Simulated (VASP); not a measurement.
Write the native input for VASP 6.6.1 that does the following.

- Task: single point
- Functional: PBE
- Potentials or basis: VASP PAW PBE potentials, release 64 (Cd, F)
- Cutoff: 520 eV
- k mesh: 8 × 8 × 8
- Occupations: gaussian, width 0.05 eV
- Spin: no spin polarisation
- Dipole correction: no
- Further INCAR settings: ALGO = Normal; EDIFF = 1e-06; NBANDS = 20

The structure of CdF2 lies in POSCAR:

```
CdF2
1.0
    0.0000000000      2.6940000000      2.6940000000
    2.6940000000      0.0000000000      2.6940000000
    2.6940000000      2.6940000000      0.0000000000
Cd F
1 2
Direct
   -0.2227171492      0.0000000000      0.0000000000
    0.2500000000      0.2500000000      0.2500000000
    0.7500000000      0.7500000000      0.7500000000
```

This cell differs from its parent crystal: atom 1 (Cd) moved by (-0.600, -0.600) A along y and z.

The input as run:

INCAR

```
  ALGO = Normal
  EDIFF = 1E-6
  ENCUT = 520
  GGA = PE
  ISIF = 2
  ISMEAR = 0
  LASPH = T
  LCHARG = T
  LELF = T
  LREAL = F
  LVHAR = T
  LWAVE = F
  NBANDS = 20
  NELM = 100
  PREC = Accurate
  SIGMA = 0.05
```

KPOINTS

```
k-points
0
Gamma
  8 8 8
```

Potentials or basis: VASP PAW PBE potentials, release 64 (Cd, F).

The run is started by

```console
$ cat potpaw_PBE.64/Cd/POTCAR potpaw_PBE.64/F/POTCAR > POTCAR
$ mpirun -np 1 vasp_std > vasp.out
```

Results of the run:

```yaml
Pressure: 68.5 GPa
Largest_force: 16.353 eV/Å
Band_gap_on_the_k_mesh: 1.89 eV (least direct gap 2.97 eV)
```

Caveat: the cell differs from its parent crystal (atom 1 (Cd) moved by (-0.600, -0.600) A along y and z); the stress differs along the axes, from 40 to 126 GPa; forces of over 1 eV/Å act on the atoms, so gaps and moduli don't describe the material at rest.

Wall time 47 s on 1 thread of Intel(R) Xeon(R) Platinum 8375C CPU @ 2.90GHz (Ice Lake), on a shared host, peak memory 0.2 GiB.
